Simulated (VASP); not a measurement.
Here is a VASP 6.6.1 calculation.

File POSCAR:

```
Be3Te2S
1.0
   -1.9131445935      5.7306635819      2.6887971389
    1.9131445935     -5.7306635819      2.6887971389
    1.9131445935      5.7306635819     -2.6887971389
S Be Te
1 3 2
Direct
   -0.0002945928     -0.0002945928      0.0000000000
    0.2088709970      0.7088709970      0.5000000000
    0.6220164749      0.7717467473      0.8502697276
    0.9214770197      0.7717467473      0.1497302724
    0.3349475978     -0.0010349494      0.3359825472
    0.6629825033     -0.0010349494      0.6640174528
```

The input INCAR.step1:

```
SYSTEM = Be3Te2S
ALGO = Normal ; EDIFF = 1E-4
ENCUT = 520 ; GGA = PE
ISMEAR = 0 ; LASPH = .TRUE.
LCHARG = .FALSE. ; LREAL = .FALSE.
LWAVE = .TRUE. ; NBANDS = 21
NELM = 100 ; PREC = Accurate
SIGMA = 0.01
```

The input INCAR.step2:

```
SYSTEM = Be3Te2S
ALGO = Normal ; EDIFF = 1E-7
ENCUT = 520 ; ISIF = 2
ISMEAR = 0 ; ISTART = 1
LASPH = .TRUE. ; LCHARG = .TRUE.
LELF = .TRUE. ; LMIXTAU = .TRUE.
LREAL = .FALSE. ; LVHAR = .TRUE.
LWAVE = .FALSE. ; METAGGA = R2SCAN
NBANDS = 21 ; NELM = 100
PREC = Accurate ; SIGMA = 0.01
```

File KPOINTS:

```
k-points
0
G
  6 6 6
  0 0 0
```

Potentials or basis: VASP PAW PBE potentials, release 64 (S, Be, Te).

Run with:

```sh
$ cat potpaw_PBE.64/S/POTCAR potpaw_PBE.64/Be/POTCAR potpaw_PBE.64/Te/POTCAR > POTCAR
$ cp INCAR.step1 INCAR
$ mpirun -np 1 vasp_std > vasp.out
$ cp INCAR.step2 INCAR
$ mpirun -np 1 vasp_std > vasp.out
```

(1) What does it give for the band gap on the k mesh?

(2) Estimate the pressure.

(3) Predict the largest force.

## Answers

(1) 2.07 eV (least direct gap 2.08 eV).

(2) 0.2 GPa.

(3) 0.016 eV/Å.

Caveat: the PAW data sets were made with another functional, which shifts forces and pressure a little; spin-orbit coupling is left out, which moves the levels of the heavy elements.
